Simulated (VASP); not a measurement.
Runs of VASP 6.6.1 on Bi4O. The structure is that of space group Im-3m (No. 229), or close to it. The cells are those of the table. The cell was generated, and may not be a known phase.

```csv
task,cell,k mesh,cutoff (eV),gap on the mesh (eV),pressure (GPa)
relaxation of cell and atoms,"relaxed from a = 5.613 Å, angles 109.5°, 5 atoms",8 × 8 × 8,600,none,0.0
single point,"a = 5.613 Å, angles 109.5°, 5 atoms",4 × 4 × 4,520,none,1.3
single point,"a = 5.651 Å, angles 109.5°, 5 atoms",8 × 8 × 8,600,none,0.0
single point,"a = 5.651 Å, angles 109.5°, 5 atoms",8 × 8 × 8,520,none,(a)
```

Alike in all rows: level PBE; potentials or basis VASP PAW PBE potentials, release 64 (Bi_d, O); no spin polarisation; smearing gaussian 0.1 eV.

Task: Estimate the missing entries.

Result: (a) -0.1.

Caveats: spin-orbit coupling is left out, which moves the levels of the heavy elements.

A k mesh can miss the band edges, and the runs leave out spin-orbit coupling on Bi.

A gap of «none» marks levels without a gap at the run's occupations.
